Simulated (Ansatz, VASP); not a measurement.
HfSeS4: VASP beside Ansatz

```
Hf Se S
1.0
     0.00000    3.71619    3.71619
     3.71619    0.00000    3.71619
     3.71619    3.71619    0.00000
Hf Se S
1 1 4
Cartesian
  5.5743 5.5743 5.5743
  0.0000 0.0000 0.0000
  2.8004 4.6320 4.6320
  2.8004 2.8004 2.8004
  4.6320 2.8004 4.6320
  4.6320 4.6320 2.8004
```

Change from the starting cell: species swapped into the ZrCu4Ag type (F-43m, No. 216).

Alike in both runs: functional PBE; k mesh 4 × 4 × 4; occupations gaussian, width 0.1 eV; no spin polarisation.

Ansatz relaxed the structure, and its values are those at the end. VASP's run is a single point on that final structure, the one shown.

```csv
,VASP,Ansatz
version,VASP 6.6.1,Ansatz 0.2.0
potentials or method,"VASP PAW PBE potentials, release 64 (Hf_pv, Se, S), cutoff 520 eV","scalar-relativistic, plane waves, PAW"
valence electrons in the cell,40,66
```

```csv
,VASP,Ansatz,Ansatz less VASP
gap on the k mesh at the Fermi level (eV),none,none,-
pressure (GPa),-0.3,0.2,+0.43
rms of the force components (eV/Å),0.010,0.001,-0.0084
```

A gap of «none» marks a metal or a gap that the smearing closes. VASP's potentials hold 40 valence electrons a cell and Ansatz's 66, so a difference there can come from the potentials and not from the codes.

The k mesh is coarse, so the values compare programs but aren't converged. Neither program's run includes spin-orbit coupling.
